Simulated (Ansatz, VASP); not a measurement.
# BP: VASP beside Ansatz

File POSCAR:

```
BP
1.0
    0.0000000000      2.2690000000      2.2690000000
    2.2690000000      0.0000000000      2.2690000000
    2.2690000000      2.2690000000      0.0000000000
P B
1 1
Direct
    0.7500000000      0.7500000000      0.7500000000
    0.0000000000      0.0000000000      0.0000000000
```

The input INCAR.step1:

```
PREC = Accurate ; ENCUT = 600
EDIFF = 1E-5 ; ISMEAR = -1
SIGMA = 0.05 ; LREAL = F
LASPH = T ; NELM = 80
ALGO = Normal ; LWAVE = T
LCHARG = F ; GGA = PE
NBANDS = 11
```

File INCAR.step2:

```
PREC = Accurate ; ENCUT = 600
EDIFF = 1E-6 ; ISMEAR = -1
SIGMA = 0.05 ; LREAL = F
LASPH = T ; NELM = 80
ALGO = Normal ; ISIF = 3
LWAVE = F ; LCHARG = F
GGA = PS ; LHFCALC = T
AEXX = 0.25 ; HFSCREEN = 0.207
PRECFOCK = Normal ; IBRION = 2
NSW = 60 ; EDIFFG = -0.01
ISTART = 1
```

The input KPOINTS:

```
Automatic mesh
0
Gamma
  5 5 5
```

The input input.yaml:

```yaml
crystal:
  lattice:
    - [0.0, 2.269, 2.269]
    - [2.269, 0.0, 2.269]
    - [2.269, 2.269, 0.0]
  atoms:
    - { symbol: P, position: [0.75, 0.75, 0.75] }
    - { symbol: B, position: [0.0, 0.0, 0.0] }
hamiltonian:
  xc:
    exchange: hjs_pbesol
    correlation: pbesol
    exx: { coeff: 0.25, omega: 0.207 }
  pseudopotentials: { kind: paw }
kpoints:
  mp_grid: { grid: [5, 5, 5] }
scf:
  occupations: { method: fermi_dirac, width: 0.05 }
output:
  forces: true
  stress: true
  eigenvalues: true
relax:
  f_tol: 0.01
  max_steps: 40
  cell: { stress_tol: 0.05 }
```

Alike in both runs: task relaxation of cell and atoms; functional PBEsol-based screened hybrid; k mesh 5 × 5 × 5; occupations fermi-dirac, width 0.05 eV; no spin polarisation.

```csv
,VASP,Ansatz
version,VASP 6.6.1,Ansatz 0.2.0
potentials or method,"VASP PAW PBE potentials, release 64 (P, B)",Ansatz PAW
plane-wave cutoff (eV),600,420
valence electrons in the cell,8,8
```

Ansatz gave:

* gap on the k mesh at the Fermi level, each at its own relaxed structure (eV): 1.89
* relaxed volume (Å³/atom): 11.46
* relaxed cell length with the largest relative difference (Å): 3.189

Which values does VASP return?

gap on the k mesh at the Fermi level, each at its own relaxed structure (eV): 1.89; relaxed volume (Å³/atom): 11.44; relaxed cell length with the largest relative difference (Å): 3.187.

VASP's potentials were made for PBE, not for PBEsol-based screened hybrid.

The k mesh is coarse, so the values compare programs but aren't converged. Noted on Ansatz's run: odd divisions of the mesh miss points on the zone boundary, where band edges often lie, so the gap on the mesh can be too wide; the plane-wave basis is chosen anew once the cell has moved, so the energies of steps on either side of that aren't comparable.
